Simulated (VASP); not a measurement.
**CsSnI3: single point with r2SCAN**

CsSnI3:

```xyz
5
Lattice="6.1784 0.0000 0.0000 0.0000 6.1784 0.0000 0.0000 0.0000 6.1784" Properties=species:S:1:pos:R:3 pbc="T T T"
Cs    0.0000    0.0000    0.0000
Sn    3.0892    3.0892    3.0892
I     3.0892    3.0892    0.0000
I     3.0892    0.0000    3.0892
I     0.0000    3.0892    3.0892
```

```
Program                : VASP 6.6.1
Task                   : single point
Functional             : r2SCAN
Potentials or basis    : VASP PAW PBE potentials, release 64 (Cs_sv, Sn_d, I)
Cutoff                 : 520 eV
k mesh                 : 4 × 4 × 4
Occupations            : gaussian, width 0.01 eV
Spin                   : no spin polarisation
Dipole correction      : no
Further INCAR settings : ALGO = Normal; EDIFF = 1e-06; NBANDS = 30
```

```yaml
Pressure: 0.6 GPa
Band_gap_on_the_k_mesh: 0.36 eV
```

Levels at points of the mesh, in eV from the valence-band top:
| k point | band 20 | band 21 | band 22 | band 23 | band 24 | band 25 |
| --- | --- | --- | --- | --- | --- | --- |
| (0.00, 0.00, 0.00) | -2.56 | -2.56 | -2.56 | 2.44 | 3.19 | 3.19 |
| (0.50, 0.00, 0.00) | -2.69 | -2.69 | -1.80 | 1.11 | 4.01 | 4.10 |
| (0.50, 0.50, 0.00) | -2.93 | -2.11 | -0.89 | 0.79 | 0.79 | 4.19 |
| (0.50, 0.50, 0.50) | -2.09 | -2.09 | 0.00 | 0.36 | 0.36 | 0.36 |

Wall time 8.4 min on 1 thread of Intel Xeon 8259CL, with other jobs on the host, peak memory 0.41 GiB.

Caveat: semilocal functionals underestimate gaps, and a narrow one can read as zero; the PAW data sets were made with another functional, which shifts forces and pressure a little; spin-orbit coupling is left out, which moves the levels of the heavy elements. A k mesh can miss the band edges.
